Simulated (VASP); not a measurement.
# WSe2 (P6_3/mmc) in VASP: single point with PBE+D3(BJ)

Aim: the single point of WSe2 with PBE+D3(BJ).

Everything below comes from runs of VASP 6.6.1. Logs are shortened: lines on timing, memory, paths and dates and some standing lists are left out, and cuts for length are marked.

**The experiment to reproduce.**

From “Time-resolved XUV ARPES with tunable 24–33 eV laser pulses at 30 meV resolution”, 2019, pmc:6684652, for a bulk crystal of WSe2: band gap 1.3 eV (indirect).

How close the calculation comes is told below.

### Step 1. The cell of the first run

Symmetry: P6_3/mmc, No. 194, hexagonal system. Conventional cell: a = 3.291 Å, b = 3.291 Å, c = 12.966 Å, α = 90.00°, β = 90.00°, γ = 120.00°. Within 3.3 Å of W (site symmetry -6m2) lie 6 Se at 2.54 Å and 6 W at 3.29 Å. Within 3.4 Å of Se (site symmetry 3m) lie 3 W at 2.54 Å and 7 Se at 3.29 to 3.37 Å.

### Step 2. Single point, PBE+D3(BJ)

INCAR reads:

```
  PREC = Accurate
  ENCUT = 520
  EDIFF = 1E-7
  ISMEAR = 0
  SIGMA = 0.01
  LREAL = Auto
  LASPH = T
  NELM = 80
  ALGO = Normal
  ISIF = 2
  LWAVE = F
  LCHARG = F
  GGA = PE
  IVDW = 12
  NBANDS = 122
```

KPOINTS reads:

```
regular mesh
0
Gamma
  4 4 2
```

POSCAR reads:

```
WSe2
1.0
    6.5810032329      0.0000000000      0.0000000000
   -3.2905016164      5.6993159820      0.0000000000
    0.0000000000      0.0000000000     12.9660459106
W Se
8 16
Direct
    0.1666666667      0.3333333333      0.2500000000
    0.3333333333      0.1666666667      0.7500000000
    0.1666666667      0.8333333333      0.2500000000
    0.3333333333      0.6666666667      0.7500000000
    0.6666666667      0.3333333333      0.2500000000
    0.8333333333      0.1666666667      0.7500000000
    0.6666666667      0.8333333333      0.2500000000
    0.8333333333      0.6666666667      0.7500000000
    0.1666666667      0.3333333333      0.6202201459
    0.3333333333      0.1666666667      0.1202201459
    0.1666666667      0.3333333333      0.8797798541
    0.3333333333      0.1666666667      0.3797798541
    0.1666666667      0.8333333333      0.6202201459
    0.3333333333      0.6666666667      0.1202201459
    0.1666666667      0.8333333333      0.8797798541
    0.3333333333      0.6666666667      0.3797798541
    0.6666666667      0.3333333333      0.6202201459
    0.8333333333      0.1666666667      0.1202201459
    0.6666666667      0.3333333333      0.8797798541
    0.8333333333      0.1666666667      0.3797798541
    0.6666666667      0.8333333333      0.6202201459
    0.8333333333      0.6666666667      0.1202201459
    0.6666666667      0.8333333333      0.8797798541
    0.8333333333      0.6666666667      0.3797798541
```

Potentials or basis: VASP PAW PBE potentials, release 64 (W_sv, Se).

Run with:

```sh
$ cat potpaw_PBE.64/W_sv/POTCAR potpaw_PBE.64/Se/POTCAR > POTCAR
$ mpirun -np 1 vasp_std > vasp.out
```

OUTCAR:

```text
PREC = Accurate
   ENCUT = 520
   EDIFF = 1E-7
   ISMEAR = 0
   LREAL = Auto
   LASPH = T
   NELM = 80
   ISIF = 2
   GGA = PE
   IVDW = 12
 IVDW          = 12

 ion  position               nearest neighbor table
   1  0.167  0.333  0.250-  10 2.54  12 2.54  14 2.54  16 2.54  18 2.54  20 2.54   3 3.29   3 3.29
                             7 3.29   7 3.29   5 3.29   5 3.29
   2  0.333  0.167  0.750-   9 2.54  11 2.54  13 2.54  15 2.54  17 2.54  19 2.54   4 3.29   4 3.29
                             8 3.29   8 3.29   6 3.29   6 3.29
   3  0.167  0.833  0.250-  14 2.54  16 2.54  10 2.54  12 2.54  22 2.54  24 2.54   1 3.29   1 3.29
                             5 3.29   5 3.29   7 3.29   7 3.29
   4  0.333  0.667  0.750-  13 2.54  15 2.54   9 2.54  11 2.54  21 2.54  23 2.54   2 3.29   2 3.29
                             6 3.29   6 3.29   8 3.29   8 3.29
   5  0.667  0.333  0.250-  18 2.54  20 2.54  22 2.54  24 2.54  10 2.54  12 2.54   7 3.29   7 3.29
                             3 3.29   3 3.29   1 3.29   1 3.29
   6  0.833  0.167  0.750-  17 2.54  19 2.54  21 2.54  23 2.54   9 2.54  11 2.54   8 3.29   8 3.29
                             4 3.29   4 3.29   2 3.29   2 3.29
   7  0.667  0.833  0.250-  22 2.54  24 2.54  18 2.54  20 2.54  14 2.54  16 2.54   5 3.29   5 3.29
                             1 3.29   1 3.29   3 3.29   3 3.29
   8  0.833  0.667  0.750-  21 2.54  23 2.54  17 2.54  19 2.54  13 2.54  15 2.54   6 3.29   6 3.29
                             2 3.29   2 3.29   4 3.29   4 3.29
   9  0.167  0.333  0.620-   2 2.54   4 2.54   6 2.54
  10  0.333  0.167  0.120-   1 2.54   3 2.54   5 2.54
  11  0.167  0.333  0.880-   2 2.54   4 2.54   6 2.54
  12  0.333  0.167  0.380-   1 2.54   3 2.54   5 2.54
  13  0.167  0.833  0.620-   4 2.54   2 2.54   8 2.54
  14  0.333  0.667  0.120-   3 2.54   1 2.54   7 2.54
[... 8 lines left out ...]
  23  0.667  0.833  0.880-   8 2.54   6 2.54   4 2.54
  24  0.833  0.667  0.380-   7 2.54   5 2.54   3 2.54

  LATTYP: Found a hexagonal cell.
 ALAT       =     6.5810032329
 C/A-ratio  =     1.9702233006

  Lattice vectors:

 A1 = (   6.5810032329,   0.0000000000,   0.0000000000)
 A2 = (  -3.2905016164,   5.6993159820,   0.0000000000)
 A3 = (   0.0000000000,   0.0000000000,  12.9660459106)

Analysis of symmetry for initial positions (statically):
=====================================================================
 Subroutine PRICEL returns following result:

  LATTYP: Found a hexagonal cell.
 ALAT       =     3.2905016164
 C/A-ratio  =     3.9404466011

  Lattice vectors:

 A1 = (   3.2905016164,   0.0000000000,   0.0000000000)
 A2 = (  -1.6452508082,   2.8496579910,   0.0000000000)
 A3 = (   0.0000000000,   0.0000000000,  12.9660459106)

   4 primitive cells build up your supercell.

 Routine SETGRP: Setting up the symmetry group for a
 hexagonal supercell.

 Subroutine GETGRP returns: Found 24 space group operations
 (whereof 12 operations were pure point group operations)
 out of a pool of 24 trial point group operations.

The static configuration has the point symmetry D_3d.
 The point group associated with its full space group is D_6h.

Analysis of symmetry for dynamics (positions and initial velocities):
=====================================================================
 Subroutine PRICEL returns following result:

  LATTYP: Found a hexagonal cell.
 ALAT       =     3.2905016164
 C/A-ratio  =     3.9404466011

  Lattice vectors:

 A1 = (   3.2905016164,   0.0000000000,   0.0000000000)
 A2 = (  -1.6452508082,   2.8496579910,   0.0000000000)
 A3 = (   0.0000000000,   0.0000000000,  12.9660459106)

   4 primitive cells build up your supercell.

 Routine SETGRP: Setting up the symmetry group for a
 hexagonal supercell.

 Subroutine GETGRP returns: Found 24 space group operations
 (whereof 12 operations were pure point group operations)
 out of a pool of 24 trial point group operations.

The dynamic configuration has the point symmetry D_3d.
 The point group associated with its full space group is D_6h.

 Subroutine INISYM returns: Found 24 space group operations
 (whereof 12 operations are pure point group operations),
 and found     4 'primitive' translations

----------------------------------------------------------------------------------------

                                     Primitive cell

  volume of cell :     121.5801

  direct lattice vectors                    reciprocal lattice vectors
     3.290501616  0.000000000  0.000000000     0.303905032  0.175459652  0.000000000
    -1.645250808  2.849657991  0.000000000     0.000000000  0.350919304  0.000000000
     0.000000000  0.000000000 12.966045911     0.000000000  0.000000000  0.077124515

  length of vectors
     3.290501616  3.290501616 12.966045911     0.350919304  0.350919304  0.077124515

  position of ions in fractional coordinates (direct lattice)
     0.333333333  0.666666667  0.250000000
     0.666666667  0.333333333  0.750000000
     0.333333333  0.666666667  0.620220146
     0.666666667  0.333333333  0.120220146
     0.333333333  0.666666667  0.879779854
     0.666666667  0.333333333  0.379779854

  ion indices of the primitive-cell ions
   primitive index   ion index
                 1           1
                 2           2
                 3           9
                 4          10
                 5          11
                 6          12

----------------------------------------------------------------------------------------

 KPOINTS: regular mesh

Automatic generation of k-mesh.
 Grid dimensions read from file:
 generate k-points for:    4    4    2

 Generating k-lattice:

  Cartesian coordinates                     Fractional coordinates (reciprocal lattice)
     0.037988129  0.021932457  0.000000000     0.250000000  0.000000000  0.000000000
     0.000000000  0.043864913  0.000000000     0.000000000  0.250000000  0.000000000
     0.000000000  0.000000000  0.038562257     0.000000000  0.000000000  0.500000000

  Length of vectors
     0.043864913  0.043864913  0.038562257

  Shift w.r.t. Gamma in fractional coordinates (k-lattice)
     0.000000000  0.000000000  0.000000000

 Subroutine IBZKPT returns following result:
 ===========================================

 Found      8 irreducible k-points:

 Following reciprocal coordinates:
            Coordinates               Weight
  0.000000  0.000000  0.000000      1.000000
  0.250000 -0.000000  0.000000      6.000000
  0.500000 -0.000000  0.000000      3.000000
  0.250000  0.250000  0.000000      6.000000
  0.000000  0.000000  0.500000      1.000000
  0.250000 -0.000000  0.500000      6.000000
  0.500000 -0.000000  0.500000      3.000000
  0.250000  0.250000  0.500000      6.000000
   k-points           NKPTS =      8   k-points in BZ     NKDIM =      8   number of bands    NBANDS=    122
   number of dos      NEDOS =    301   number of ions     NIONS =     24
   total plane-waves  NPLWV = 240000
   dimension x,y,z NGX =    50 NGY =   50 NGZ =   96
   dimension x,y,z NGXF=   100 NGYF=  100 NGZF=  192
   ions per type =               8  16
   NGX,Y,Z   is equivalent  to a cutoff of  12.63, 12.63, 12.31 a.u.
   NGXF,Y,Z  is equivalent  to a cutoff of  25.26, 25.26, 24.62 a.u.
 SYSTEM =  unknown system
   PREC   = accura    normal or accurate (medium, high low for compatibility)
   ISTART =      0    job   : 0-new  1-cont  2-samecut
   ICHARG =      2    charge: 1-file 2-atom 10-const
   ISPIN  =      1    spin polarized calculation?
   LNONCOLLINEAR =      F non collinear calculations
   LSORBIT =      F    spin-orbit coupling
   LASPH  =      T    aspherical Exc in radial PAW
   ENCUT  =  520.0 eV  38.22 Ry    6.18 a.u.  12.24 12.24 24.11*2*pi/ulx,y,z
   NELM   =     80;   NELMIN=  2; NELMDL= -5     # of ELM steps
   EDIFF  = 0.1E-06   stopping-criterion for ELM
   LREAL  =      T    real-space projection
   EDIFFG = 0.1E-05   stopping-criterion for IOM
   NSW    =      0    number of steps for IOM
   IBRION =     -1    ionic relax: 0-MD 1-quasi-New 2-CG
   NFREE  =      0    steps in history (QN), initial steepest desc. (CG)
   ISIF   =      2    stress and relaxation
   ISYM   =      2    0-nonsym 1-usesym 2-fastsym
   POTIM  = 0.5000    time-step for ionic-motion
   TEBEG  =    0.0;   TEEND  =   0.0 temperature during run
   PSTRESS=    0.0 pullay stress
   NELECT =     208.0000    total number of electrons
   NUPDOWN=      -1.0000    fix difference up-down
   EMIN   =  10.00;   EMAX   =-10.00  energy-range for DOS
   EFERMI =   0.00;   METHOD = LEGACY
   ISMEAR =     0;   SIGMA  =   0.01  broadening in eV -4-tet -1-fermi 0-gaus
   EFERMI_NEDOS =   21; number of points for ismear=-14 and -15
   IALGO  =     38    algorithm
   IMIX   =      4    mixing-type and parameters
     AMIX     =   0.40;   BMIX     =  1.00
     AMIX_MAG =   1.60;   BMIX_MAG =  1.00
  volume/ion in A,a.u.               =      20.26       136.74
  Fermi-wavevector in a.u.,A,eV,Ry     =   1.233451  2.330884 20.699914  1.521401
  Thomas-Fermi vector in A             =   2.368180
   LORBIT       =      0    0 simple, 1 ext, 2 COOP (PROOUT), +10 PAW based schemes
   GGA     = PE    functional components
   LHFCALC =     F    Hartree Fock is set to
   AEXX    =    0.0000 exact exchange contribution
   IVDW    =    12    specifies the selected vdW correction
   LEPSILON=     F    determine dielectric tensor
   LRPA    =     F    only Hartree local field effects (RPA)
 non-spin polarized calculation
 Gauss-broadening in eV      SIGMA  =   0.01
  energy-cutoff  :      520.00
  volume of cell :      486.32
 maximum number of plane-waves:     13126
 NGX is ok and might be reduce to    50
   NGX = 25   NGY = 25   NGZ = 49

 number of electron     208.0000003 magnetization

 Free energy of the ion-electron system (eV)
  ---------------------------------------------------
  ext. energy  EPLUGINS =         0.00000000
  ---------------------------------------------------
  free energy    TOTEN  =      -172.53861504 eV

  energy without entropy =     -172.53861504  energy(sigma->0) =     -172.53861504

 E-fermi :   6.3738     XC(G=0): -10.7669

 val. band max:        6.2549931060   @ k =   0.0000   0.0000   0.0000
 cond. band min:       7.3270683801   @ k =   0.2500   0.2500   0.0000
 fundamental gap:      1.0720752741
 Fermi energy:         6.3737800740

 k-point     1 :       0.0000    0.0000    0.0000
  band No.  band energies     occupation
      1     -68.0698      2.00000
      2     -68.0697      2.00000
      3     -68.0596      2.00000
      4     -68.0596      2.00000
      5     -68.0596      2.00000
      6     -68.0596      2.00000
[... 108 lines left out ...]
    115       8.8988      0.00000
    116       8.9215      0.00000

 k-point     2 :       0.2500   -0.0000    0.0000
  band No.  band energies     occupation
      1     -68.0683      2.00000
      2     -68.0683      2.00000
      3     -68.0611      2.00000
      4     -68.0610      2.00000
      5     -68.0596      2.00000
      6     -68.0596      2.00000
[... 706 lines left out ...]
 k-point     8 :       0.2500    0.2500    0.5000
  band No.  band energies     occupation
      1     -68.0657      2.00000
      2     -68.0657      2.00000
      3     -68.0621      2.00000
      4     -68.0621      2.00000
      5     -68.0621      2.00000
      6     -68.0621      2.00000
[... 108 lines left out ...]
    115       8.4861      0.00000
    116       8.4861      0.00000
 [bands above 116 left out]

------------------------ aborting loop because EDIFF is reached ----------------------------------------

 Edisp (eV)  -11.16482

 E8    (eV) :    -4.9796

  FORCE on cell =-STRESS in cart. coord.  units (eV):
  Direction    XX          YY          ZZ          XY          YZ          ZX
  --------------------------------------------------------------------------------------
  -------------------------------------------------------------------------------------
  Total      -2.10795    -2.10795    -1.58191    -0.00000    -0.00000     0.00000
  in kB      -6.94462    -6.94462    -5.21158    -0.00000    -0.00000     0.00000
  external pressure =       -6.37 kB  Pullay stress =        0.00 kB

 VOLUME and BASIS-vectors are now :
 -----------------------------------------------------------------------------
  energy-cutoff  :      520.00
  volume of cell :      486.32
      direct lattice vectors                 reciprocal lattice vectors
     6.581003233  0.000000000  0.000000000     0.151952516  0.087729826  0.000000000
    -3.290501616  5.699315982  0.000000000     0.000000000  0.175459652  0.000000000
     0.000000000  0.000000000 12.966045911     0.000000000  0.000000000  0.077124515

 POSITION                                       TOTAL-FORCE (eV/Angst)
 -----------------------------------------------------------------------------------
      0.00000      1.89977      3.24151         0.000000     -0.000000     -0.000000
      1.64525      0.94989      9.72453         0.000000     -0.000000     -0.000000
     -1.64525      4.74943      3.24151        -0.000000      0.000000     -0.000000
     -0.00000      3.79954      9.72453         0.000000      0.000000     -0.000000
      3.29050      1.89977      3.24151         0.000000     -0.000000     -0.000000
      4.93575      0.94989      9.72453         0.000000     -0.000000     -0.000000
[... 16 lines left out ...]
      1.64525      4.74943     11.40727        -0.000000      0.000000      0.044844
      3.29050      3.79954      4.92424        -0.000000      0.000000      0.044844
 -----------------------------------------------------------------------------------
    total drift:                               -0.000002      0.000001     -0.000000

  FREE ENERGIE OF THE ION-ELECTRON SYSTEM (eV)
  ---------------------------------------------------
  free  energy   TOTEN  =      -183.7034388222 eV

  energy  without entropy=     -183.7034388222  energy(sigma->0) =     -183.70343882
```

It took 25 min on 1 thread of AMD EPYC 7R13, shared host; peak memory 0.66 GiB.

Results:

* Free energy: -183.7034 eV
* Pressure: -0.6 GPa
* Largest force: 0.045 eV/Å
* Band gap on the k mesh: 1.07 eV
* Dispersion energy per atom: -0.465 eV

Forces on the atoms (eV/Å):
```
W    0.000  0.000  0.000
W    0.000  0.000  0.000
W    0.000  0.000  0.000
W    0.000  0.000  0.000
W    0.000  0.000  0.000
W    0.000  0.000  0.000
W    0.000  0.000  0.000
W    0.000  0.000  0.000
Se   0.000  0.000 -0.045
Se   0.000  0.000 -0.045
Se   0.000  0.000  0.045
Se   0.000  0.000  0.045
Se   0.000  0.000 -0.045
Se   0.000  0.000 -0.045
Se   0.000  0.000  0.045
Se   0.000  0.000  0.045
Se   0.000  0.000 -0.045
Se   0.000  0.000 -0.045
Se   0.000  0.000  0.045
Se   0.000  0.000  0.045
Se   0.000  0.000 -0.045
Se   0.000  0.000 -0.045
Se   0.000  0.000  0.045
Se   0.000  0.000  0.045
```

Stress tensor (GPa, compression positive):
```
-0.69  0.00  0.00
 0.00 -0.69  0.00
 0.00  0.00 -0.52
```

Levels at points of the mesh, in eV from the valence-band top:
| k point | band 101 | band 102 | band 103 | band 104 | band 105 | band 106 | band 107 | band 108 |
| --- | --- | --- | --- | --- | --- | --- | --- | --- |
| (0.00, 0.00, 0.00) | -1.07 | -1.07 | -1.04 | 0.00 | 2.15 | 2.15 | 2.15 | 2.19 |
| (0.50, 0.00, 0.00) | -0.88 | -0.88 | -0.73 | -0.73 | 1.31 | 1.31 | 1.39 | 1.39 |
| (0.00, 0.00, 0.50) | -1.20 | -1.20 | -0.21 | -0.21 | 2.16 | 2.16 | 2.16 | 2.16 |
| (0.50, 0.00, 0.50) | -0.81 | -0.81 | -0.81 | -0.81 | 1.70 | 1.70 | 1.70 | 1.70 |

Caveat: spin-orbit coupling is left out, which moves the levels of the heavy elements.

### Step 3. How close it comes

Step 2. A measured gap of WSe2 is 1.3 eV (indirect; “Time-resolved XUV ARPES with tunable 24–33 eV laser pulses at 30 meV resolution”, 2019, pmc:6684652); the calculated 1.07 eV misses it by -0.23 eV. Spin-orbit coupling on Se, W is left out. The value is that of PBE+D3(BJ) on a finite k mesh, which can miss the band edges, without temperature or zero-point motion. Semilocal functionals fall short of measured gaps as a rule.
